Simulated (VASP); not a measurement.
# TiN (Fm-3m) in VASP: single point with PBE

Aim: the single point of TiN with PBE.

All numbers are computed with VASP 6.6.1; they aren't measurements. Logs are shortened: lines on timing, memory, paths and dates and some standing lists are left out, and cuts for length are marked.

## Step 1: The cell of the first run

It takes space group Fm-3m (No. 225, cubic). The conventional cell has a = 4.296 Å, b = 4.296 Å, c = 4.296 Å, α = 90.00°, β = 90.00°, γ = 90.00°. Within 2.8 Å of Ti (site symmetry m-3m) lie 6 N at 2.15 Å. Within 2.8 Å of N (site symmetry m-3m) lie 6 Ti at 2.15 Å.

## Step 2: Single point, PBE, collinear spin, ferromagnetic start

File INCAR:

```
SYSTEM = TiN
PREC = Accurate
ENCUT = 520
EDIFF = 1E-6
ISMEAR = 0
SIGMA = 0.1
LREAL = .FALSE.
LASPH = .TRUE.
NELM = 150
ALGO = Normal
ISIF = 2
LWAVE = .FALSE.
LCHARG = .FALSE.
ISPIN = 2
MAGMOM = 1 0
LORBIT = 11
LMAXMIX = 4
GGA = PE
NBANDS = 20
```

File KPOINTS:

```
Automatic mesh
0
G
  8 8 8
  0 0 0
```

File POSCAR:

```
TiN
1.0
    0.0000000000      2.1478187676      2.1478187676
    2.1478187676      0.0000000000      2.1478187676
    2.1478187676      2.1478187676      0.0000000000
Ti N
1 1
Direct
    0.5000000000      0.5000000000      0.5000000000
    0.0000000000      0.0000000000      0.0000000000
```

Potentials or basis: VASP PAW PBE potentials, release 64 (Ti_sv, N).

On the command line:

```sh
$ cat potpaw_PBE.64/Ti_sv/POTCAR potpaw_PBE.64/N/POTCAR > POTCAR
$ mpirun -np 1 vasp_std > vasp.out
```

OUTCAR:

```text
SYSTEM = TiN
   PREC = Accurate
   ENCUT = 520
   EDIFF = 1E-6
   ISMEAR = 0
   LREAL = .FALSE.
   LASPH = .TRUE.
   NELM = 150
   ISIF = 2
   ISPIN = 2
   LORBIT = 11
   GGA = PE

 ion  position               nearest neighbor table
   1  0.500  0.500  0.500-   2 2.15   2 2.15   2 2.15   2 2.15   2 2.15   2 2.15
   2  0.000  0.000  0.000-   1 2.15   1 2.15   1 2.15   1 2.15   1 2.15   1 2.15

  LATTYP: Found a face centered cubic cell.
 ALAT       =     4.2956375352

  Lattice vectors:

 A1 = (   0.0000000000,   2.1478187676,   2.1478187676)
 A2 = (   2.1478187676,   0.0000000000,   2.1478187676)
 A3 = (   2.1478187676,   2.1478187676,   0.0000000000)

Analysis of symmetry for initial positions (statically):
=====================================================================
 Subroutine PRICEL returns:
 Original cell was already a primitive cell.

 Routine SETGRP: Setting up the symmetry group for a
 face centered cubic supercell.

 Subroutine GETGRP returns: Found 48 space group operations
 (whereof 48 operations were pure point group operations)
 out of a pool of 48 trial point group operations.

The static configuration has the point symmetry O_h .

Analysis of symmetry for dynamics (positions and initial velocities):
=====================================================================
 Subroutine PRICEL returns:
 Original cell was already a primitive cell.

 Routine SETGRP: Setting up the symmetry group for a
 face centered cubic supercell.

 Subroutine GETGRP returns: Found 48 space group operations
 (whereof 48 operations were pure point group operations)
 out of a pool of 48 trial point group operations.

The dynamic configuration has the point symmetry O_h .

Analysis of structural, dynamic, and magnetic symmetry:
=====================================================================
 Subroutine PRICEL returns:
 Original cell was already a primitive cell.

 Routine SETGRP: Setting up the symmetry group for a
 face centered cubic supercell.

 Subroutine GETGRP returns: Found 48 space group operations
 (whereof 48 operations were pure point group operations)
 out of a pool of 48 trial point group operations.

The overall configuration has the point symmetry O_h .

 Subroutine INISYM returns: Found 48 space group operations
 (whereof 48 operations are pure point group operations),
 and found     1 'primitive' translations

----------------------------------------------------------------------------------------

                                     Primitive cell

  volume of cell :      19.8163

  direct lattice vectors                    reciprocal lattice vectors
     0.000000000  2.147818768  2.147818768    -0.232794316  0.232794316  0.232794316
     2.147818768  0.000000000  2.147818768     0.232794316 -0.232794316  0.232794316
     2.147818768  2.147818768  0.000000000     0.232794316  0.232794316 -0.232794316

  length of vectors
     3.037474431  3.037474431  3.037474431     0.403211582  0.403211582  0.403211582

  position of ions in fractional coordinates (direct lattice)
     0.500000000  0.500000000  0.500000000
     0.000000000  0.000000000  0.000000000

  ion indices of the primitive-cell ions
   primitive index   ion index
                 1           1
                 2           2

----------------------------------------------------------------------------------------

 KPOINTS: Automatic mesh

Automatic generation of k-mesh.
 Grid dimensions read from file:
 generate k-points for:    8    8    8

 Generating k-lattice:

  Cartesian coordinates                     Fractional coordinates (reciprocal lattice)
    -0.029099289  0.029099289  0.029099289     0.125000000  0.000000000  0.000000000
     0.029099289 -0.029099289  0.029099289     0.000000000  0.125000000  0.000000000
     0.029099289  0.029099289 -0.029099289     0.000000000  0.000000000  0.125000000

  Length of vectors
     0.050401448  0.050401448  0.050401448

  Shift w.r.t. Gamma in fractional coordinates (k-lattice)
     0.000000000  0.000000000  0.000000000

 Subroutine IBZKPT returns following result:
 ===========================================

 Found     29 irreducible k-points:

 Following reciprocal coordinates:
            Coordinates               Weight
  0.000000  0.000000  0.000000      1.000000
  0.125000  0.000000  0.000000      8.000000
  0.250000  0.000000  0.000000      8.000000
  0.375000  0.000000  0.000000      8.000000
  0.500000  0.000000  0.000000      4.000000
  0.125000  0.125000  0.000000      6.000000
[... 16 lines left out ...]
  0.500000  0.250000  0.125000     48.000000
 -0.375000  0.250000  0.125000     24.000000
 [... further k-points ...]
   k-points           NKPTS =     29   k-points in BZ     NKDIM =     29   number of bands    NBANDS=     20
   number of dos      NEDOS =    301   number of ions     NIONS =      2
   total plane-waves  NPLWV =  13824
   dimension x,y,z NGX =    24 NGY =   24 NGZ =   24
   dimension x,y,z NGXF=    48 NGYF=   48 NGZF=   48
   ions per type =               1   1
   NGX,Y,Z   is equivalent  to a cutoff of  13.14, 13.14, 13.14 a.u.
   NGXF,Y,Z  is equivalent  to a cutoff of  26.27, 26.27, 26.27 a.u.
 SYSTEM =  TiN
   PREC   = accura    normal or accurate (medium, high low for compatibility)
   ISTART =      0    job   : 0-new  1-cont  2-samecut
   ICHARG =      2    charge: 1-file 2-atom 10-const
   ISPIN  =      2    spin polarized calculation?
   LNONCOLLINEAR =      F non collinear calculations
   LSORBIT =      F    spin-orbit coupling
   LASPH  =      T    aspherical Exc in radial PAW
   ENCUT  =  520.0 eV  38.22 Ry    6.18 a.u.   5.65  5.65  5.65*2*pi/ulx,y,z
   NELM   =    150;   NELMIN=  2; NELMDL= -5     # of ELM steps
   EDIFF  = 0.1E-05   stopping-criterion for ELM
   LREAL  =      F    real-space projection
   EDIFFG = 0.1E-04   stopping-criterion for IOM
   NSW    =      0    number of steps for IOM
   IBRION =     -1    ionic relax: 0-MD 1-quasi-New 2-CG
   NFREE  =      0    steps in history (QN), initial steepest desc. (CG)
   ISIF   =      2    stress and relaxation
   ISYM   =      2    0-nonsym 1-usesym 2-fastsym
   POTIM  = 0.5000    time-step for ionic-motion
   TEBEG  =    0.0;   TEEND  =   0.0 temperature during run
   PSTRESS=    0.0 pullay stress
   NELECT =      17.0000    total number of electrons
   NUPDOWN=      -1.0000    fix difference up-down
   EMIN   =  10.00;   EMAX   =-10.00  energy-range for DOS
   EFERMI =   0.00;   METHOD = LEGACY
   ISMEAR =     0;   SIGMA  =   0.10  broadening in eV -4-tet -1-fermi 0-gaus
   EFERMI_NEDOS =   21; number of points for ismear=-14 and -15
   IALGO  =     38    algorithm
   IMIX   =      4    mixing-type and parameters
     AMIX     =   0.40;   BMIX     =  1.00
     AMIX_MAG =   1.60;   BMIX_MAG =  1.00
  volume/ion in A,a.u.               =       9.91        66.86
  Fermi-wavevector in a.u.,A,eV,Ry     =   1.555548  2.939560 32.922433  2.419731
  Thomas-Fermi vector in A             =   2.659473
   LORBIT       =     11    0 simple, 1 ext, 2 COOP (PROOUT), +10 PAW based schemes
   GGA     = PE    functional components
   LHFCALC =     F    Hartree Fock is set to
   AEXX    =    0.0000 exact exchange contribution
   IVDW    =     0    specifies the selected vdW correction
   LEPSILON=     F    determine dielectric tensor
   LRPA    =     F    only Hartree local field effects (RPA)
 spin polarized calculation
 Gauss-broadening in eV      SIGMA  =   0.10
  energy-cutoff  :      520.00
  volume of cell :       19.82
 maximum number of plane-waves:       544
   NGX = 11   NGY = 11   NGZ = 11

 number of electron      17.0000002 magnetization       0.0002254

 number of electron      17.0000002 magnetization      -0.0000062

 Free energy of the ion-electron system (eV)
  ---------------------------------------------------
  ext. energy  EPLUGINS =         0.00000000
  ---------------------------------------------------
  free energy    TOTEN  =       -19.61224348 eV

  energy without entropy =      -19.60359733  energy(sigma->0) =      -19.60792041

 E-fermi :  10.9541     XC(G=0): -12.8113

 val. band max:       10.9152382967   @ k =   0.1250   0.0000   0.0000
 cond. band min:      10.9553355087   @ k =   0.3750   0.1250   0.0000
 fundamental gap:      0.0400972119
 Fermi energy:        10.9541015815

 spin component 1

 k-point     1 :       0.0000    0.0000    0.0000
  band No.  band energies     occupation
      1     -46.9766      1.00000
      2     -22.9819      1.00000
      3     -22.9819      1.00000
      4     -22.9819      1.00000
      5      -5.9303      1.00000
      6       8.9427      1.00000
[... 12 lines left out ...]
     19      37.2499      0.00000
     20      37.2499      0.00000
[... 507 lines left out ...]
 k-point    24 :      -0.3750    0.2500    0.1250
  band No.  band energies     occupation
      1     -46.8819      1.00000
      2     -23.4490      1.00000
      3     -23.1695      1.00000
      4     -23.0784      1.00000
      5      -3.8857      1.00000
      6       4.0132      1.00000
[... 12 lines left out ...]
     19      33.6423      0.00000
     20      37.6182      0.00000

 [... further k-points ...]

 spin component 2

 k-point     1 :       0.0000    0.0000    0.0000
  band No.  band energies     occupation
      1     -46.9767      1.00000
      2     -22.9820      1.00000
      3     -22.9820      1.00000
      4     -22.9820      1.00000
      5      -5.9303      1.00000
      6       8.9427      1.00000
[... 12 lines left out ...]
     19      37.2499      0.00000
     20      37.2499      0.00000
[... 507 lines left out ...]
 k-point    24 :      -0.3750    0.2500    0.1250
  band No.  band energies     occupation
      1     -46.8819      1.00000
      2     -23.4491      1.00000
      3     -23.1696      1.00000
      4     -23.0784      1.00000
      5      -3.8857      1.00000
      6       4.0132      1.00000
[... 12 lines left out ...]
     19      33.6424      0.00000
     20      37.6183      0.00000

 [... further k-points ...]
[... 5 lines left out ...]
  --------------------------------------------------------------------------------------
  -------------------------------------------------------------------------------------
  Total       -1.0192701     -1.0192701     -1.0192701      0.0000000      0.0000000      0.0000000
  in kB      -82.4094448    -82.4094448    -82.4094448      0.0000000      0.0000000      0.0000000
  external PRESSURE =     -82.4094448 kB  Pullay stress =       0.0000000 kB

 VOLUME and BASIS-vectors are now :
 -----------------------------------------------------------------------------
  energy-cutoff  :      520.00
  volume of cell :       19.82
      direct lattice vectors                 reciprocal lattice vectors
     0.000000000  2.147818768  2.147818768    -0.232794316  0.232794316  0.232794316
     2.147818768  0.000000000  2.147818768     0.232794316 -0.232794316  0.232794316
     2.147818768  2.147818768  0.000000000     0.232794316  0.232794316 -0.232794316

 POSITION                                       TOTAL-FORCE (eV/Angst)
 -----------------------------------------------------------------------------------
      2.14782      2.14782      2.14782        -0.000000     -0.000000     -0.000000
      0.00000      0.00000      0.00000         0.000000      0.000000      0.000000
 -----------------------------------------------------------------------------------
    total drift:                                0.000000     -0.000000      0.000000

  FREE ENERGIE OF THE ION-ELECTRON SYSTEM (eV)
  ---------------------------------------------------
  free  energy   TOTEN  =       -19.6122434828 eV

  energy  without entropy=      -19.6035973333  energy(sigma->0) =      -19.60792041

 total charge

# of ion       s       p       d       tot
------------------------------------------
    1        2.175   6.208   1.931  10.314
    2        1.244   2.483   0.000   3.727
--------------------------------------------------
tot          3.419   8.690   1.931  14.040

 magnetization (x)

# of ion       s       p       d       tot
------------------------------------------
    1        0.000  -0.000  -0.000  -0.000
    2       -0.000   0.000   0.000   0.000
--------------------------------------------------
tot         -0.000   0.000  -0.000  -0.000
```

Wall time 47 s (1 thread of AMD EPYC 7R13, shared host); peak memory 0.13 GiB.

What came out:

```
Free energy                                           : -19.6122 eV
Pressure                                              : -8.2 GPa
Net moment                                            : 0.00 μB per cell
Valence electrons inside the program's atomic spheres : Ti 10.31; N 3.73
```
